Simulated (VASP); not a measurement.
# Ir (Fm-3m) in VASP: a series of runs, part 2 of 2

VASP 6.6.1. Earlier steps stand in the parts before.

### Step 5. Single point, PBEsol

This run uses another cell than the first one, of 14.48 Å³/atom, 1.096 times its volume.

Input file INCAR:

```
PREC = Accurate ; ENCUT = 500
EDIFF = 1E-6 ; ISMEAR = 1
SIGMA = 0.05 ; LREAL = F
LASPH = T ; NELM = 120
ALGO = Normal ; ISIF = 2
LWAVE = F ; LCHARG = F
GGA = PS ; NBANDS = 10
GGA_COMPAT = F
```

Input file KPOINTS:

```
regular mesh
0
Gamma
  10 10 10
```

Input file POSCAR:

```
Ir
1.0
    0.0000000000      1.9345675702      1.9345675702
    1.9345675702      0.0000000000      1.9345675702
    1.9345675702      1.9345675702      0.0000000000
Ir
1
Direct
    0.0000000000      0.0000000000      0.0000000000
```

Launch:

```console
$ cat potpaw_PBE.64/Ir/POTCAR > POTCAR
$ mpirun -np 1 vasp_std > vasp.out
```

It took 13 s on 1 thread of Intel Xeon 8259CL, shared host; peak memory 0.13 GiB.

It converged, with:

```
Free energy : -9.8103 eV
Pressure    : -10.1 GPa
```

Levels at points of the mesh, in eV from the Fermi level:
```csv
k point,band 1,band 2,band 3,band 4,band 5,band 6,band 7,band 8
"(0.00, 0.00, 0.00)",-11.00,-3.83,-3.83,-3.83,-1.21,-1.21,14.29,19.74
"(0.50, 0.00, 0.00)",-7.96,-3.92,-3.92,-0.82,0.80,0.80,6.92,13.82
"(0.50, 0.50, 0.00)",-7.74,-7.18,0.78,1.35,1.35,1.59,10.08,11.49
```

Caveat: the PAW data sets were made with another functional, which shifts forces and pressure a little; spin-orbit coupling is left out, which moves the levels of the heavy elements.

### Step 6. Single point, PBEsol

This run uses another cell than the first one, of 14.90 Å³/atom, 1.128 times its volume.

Input file INCAR:

```
ALGO = Normal ; EDIFF = 1E-6
ENCUT = 500 ; GGA = PS
GGA_COMPAT = F ; ISIF = 2
ISMEAR = 1 ; LASPH = T
LCHARG = F ; LREAL = F
LWAVE = F ; NBANDS = 10
NELM = 120 ; PREC = Accurate
SIGMA = 0.05
```

Input file KPOINTS:

```
k-points
0
Gamma
  10 10 10
```

Input file POSCAR:

```
Ir
1.0
    0.0000000000      1.9531703226      1.9531703226
    1.9531703226      0.0000000000      1.9531703226
    1.9531703226      1.9531703226      0.0000000000
Ir
1
Direct
    0.0000000000      0.0000000000      0.0000000000
```

Potentials or basis: VASP PAW PBE potentials, release 64 (Ir).

Launch:

```console
$ cat potpaw_PBE.64/Ir/POTCAR > POTCAR
$ mpirun -np 1 vasp_std > vasp.out
```

OUTCAR:

```text
EDIFF = 1E-6
   ENCUT = 500
   GGA = PS
   ISIF = 2
   ISMEAR = 1
   LASPH = T
   LREAL = F
   NELM = 120
   PREC = Accurate

 ion  position               nearest neighbor table
   1  0.000  0.000  0.000-

  LATTYP: Found a face centered cubic cell.
 ALAT       =     3.9063406452

  Lattice vectors:

 A1 = (   0.0000000000,   1.9531703226,   1.9531703226)
 A2 = (   1.9531703226,   0.0000000000,   1.9531703226)
 A3 = (   1.9531703226,   1.9531703226,   0.0000000000)

Analysis of symmetry for initial positions (statically):
[... 489 lines left out ...]

 [... further k-points ...]

------------------------ aborting loop because EDIFF is reached ----------------------------------------

  FORCE on cell =-STRESS in cart. coord.  units (eV):
  Direction    XX          YY          ZZ          XY          YZ          ZX
  --------------------------------------------------------------------------------------
  -------------------------------------------------------------------------------------
  Total       -1.7758661     -1.7758661     -1.7758661      0.0000000      0.0000000      0.0000000
  in kB     -190.9283617   -190.9283617   -190.9283617      0.0000000      0.0000000      0.0000000
  external PRESSURE =    -190.9283617 kB  Pullay stress =       0.0000000 kB

 VOLUME and BASIS-vectors are now :
 -----------------------------------------------------------------------------
  energy-cutoff  :      500.00
  volume of cell :       14.90
      direct lattice vectors                 reciprocal lattice vectors
     0.000000000  1.953170323  1.953170323    -0.255994060  0.255994060  0.255994060
     1.953170323  0.000000000  1.953170323     0.255994060 -0.255994060  0.255994060
     1.953170323  1.953170323  0.000000000     0.255994060  0.255994060 -0.255994060

 POSITION                                       TOTAL-FORCE (eV/Angst)
 -----------------------------------------------------------------------------------
      0.00000      0.00000      0.00000        -0.000000      0.000000      0.000000
 -----------------------------------------------------------------------------------
    total drift:                                0.000000      0.000000      0.000000

  FREE ENERGIE OF THE ION-ELECTRON SYSTEM (eV)
  ---------------------------------------------------
  free  energy   TOTEN  =        -9.7717732119 eV

  energy  without entropy=       -9.7713737803  energy(sigma->0) =       -9.77164007
```

OSZICAR:

```text
N       E                     dE             d eps       ncg     rms          rms(c)
DAV:   1     0.485646711161E+02    0.48565E+02   -0.43157E+03   940   0.789E+02
DAV:   2    -0.951846767842E+01   -0.58083E+02   -0.55520E+02   974   0.198E+02
DAV:   3    -0.104234541692E+02   -0.90499E+00   -0.90330E+00  1064   0.305E+01
DAV:   4    -0.104325248300E+02   -0.90707E-02   -0.90691E-02  1056   0.285E+00
DAV:   5    -0.104327187618E+02   -0.19393E-03   -0.19393E-03  1050   0.409E-01    0.137E+01
DAV:   6    -0.986661092094E+01    0.56611E+00   -0.11040E+00  1044   0.125E+01    0.513E+00
DAV:   7    -0.977846686941E+01    0.88144E-01   -0.28532E-01  1122   0.577E+00    0.143E+00
DAV:   8    -0.977620350328E+01    0.22634E-02   -0.19225E-03  1014   0.427E-01    0.114E+00
DAV:   9    -0.977177461345E+01    0.44289E-02   -0.21575E-03  1042   0.659E-01    0.164E-02
DAV:  10    -0.977177148642E+01    0.31270E-05   -0.11806E-05  1314   0.345E-02    0.200E-02
DAV:  11    -0.977177316421E+01   -0.16778E-05   -0.94155E-07   840   0.619E-03    0.159E-03
DAV:  12    -0.977177321188E+01   -0.47677E-07   -0.26201E-08   498   0.181E-03
   1 F= -.97717732E+01 E0= -.97716401E+01  d E =-.399432E-03
```

stdout:

```text
POSCAR found type information on POSCAR Ir
 POSCAR found :  1 types and       1 ions
 scaLAPACK will be used
 -----------------------------------------------------------------------------
|                                                                             |
|                                                                             |
|     You enforced a specific xc type in the INCAR file but a different       |
|     I HOPE YOU KNOW WHAT YOU ARE DOING!                                     |
|                                                                             |
 -----------------------------------------------------------------------------

 LDA part: xc-table for (Slater+PW92), standard interpolation
 POSCAR, INCAR and KPOINTS ok, starting setup
 FFT: planning ... GRIDC
 FFT: planning ... GRID_SOFT
 FFT: planning ... GRID
 WAVECAR not read
 entering main loop
```

It took 12 s on 1 thread of Intel Xeon 8259CL, shared host; peak memory 0.13 GiB.

Results:

```yaml
Free_energy: -9.7718 eV
Pressure: -19.1 GPa
```

Caveat: the PAW data sets were made with another functional, which shifts forces and pressure a little; spin-orbit coupling is left out, which moves the levels of the heavy elements.

### Step 7. Overview

```csv
cell,gap on the mesh (eV),pressure (GPa)
"a = 2.654 Å, angles 60.0°, 1 atom",none,29.2
"a = 2.682 Å, angles 60.0°, 1 atom",none,13.7
"a = 2.709 Å, angles 60.0°, 1 atom",none,0.7
"a = 2.736 Å, angles 60.0°, 1 atom",none,-10.1
"a = 2.762 Å, angles 60.0°, 1 atom",none,-19.1
```

Alike in all rows: task single point; level PBEsol; potentials or basis VASP PAW PBE potentials, release 64 (Ir); no spin polarisation; k mesh 10 × 10 × 10; cutoff (eV) 500; smearing methfessel-paxton 0.05 eV.

Caveats: the PAW data sets were made with another functional, which shifts forces and pressure a little; spin-orbit coupling is left out, which moves the levels of the heavy elements.

Total energies depend on the potentials used, so only differences within one code and one set of settings carry meaning.
